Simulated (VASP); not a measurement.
A run of VASP 6.6.1 is set up as follows.

INCAR

```
SYSTEM = ZnSe
ALGO = Normal
EDIFF = 1E-6
ENCUT = 520
GGA = CA
ISIF = 2
ISMEAR = 0
LASPH = .TRUE.
LCHARG = .FALSE.
LREAL = .FALSE.
LWAVE = .FALSE.
NBANDS = 26
NELM = 60
PREC = Accurate
SIGMA = 0.05
```

The input KPOINTS:

```
k-points
0
G
  8 8 6
  0 0 0
```

File POSCAR:

```
ZnSe
1.0
    4.1020000000      0.0000000000      0.0000000000
    0.0000000000      4.1020000000      0.0000000000
    0.0000000000      0.0000000000      4.9408000000
Zn Se
2 2
Direct
    0.0000000000      0.0000000000      0.0000000000
    0.5000000000      0.5000000000      0.0000000000
    0.0000000000      0.5000000000      0.2797006019
    0.5000000000      0.0000000000      0.7202993981
```

Potentials or basis: VASP PAW LDA potentials, release 64 (Zn, Se).

Command:

```bash
$ cat potpaw_LDA.64/Zn/POTCAR potpaw_LDA.64/Se/POTCAR > POTCAR
$ mpirun -np 1 vasp_std > vasp.out
```

Problem. Predict the band gap on the k mesh.

Solution. 1.07 eV, direct.

Problem. What does it give for the largest force?

Solution. 0.329 eV/Å.

Problem. Estimate the pressure.

Solution. 0.2 GPa.

Forces in eV/Å, atoms in the order of the input:
```
Zn   0.000  0.000  0.000
Zn   0.000  0.000  0.000
Se   0.000  0.000  0.329
Se   0.000  0.000 -0.329
```

A k mesh can miss the band edges.
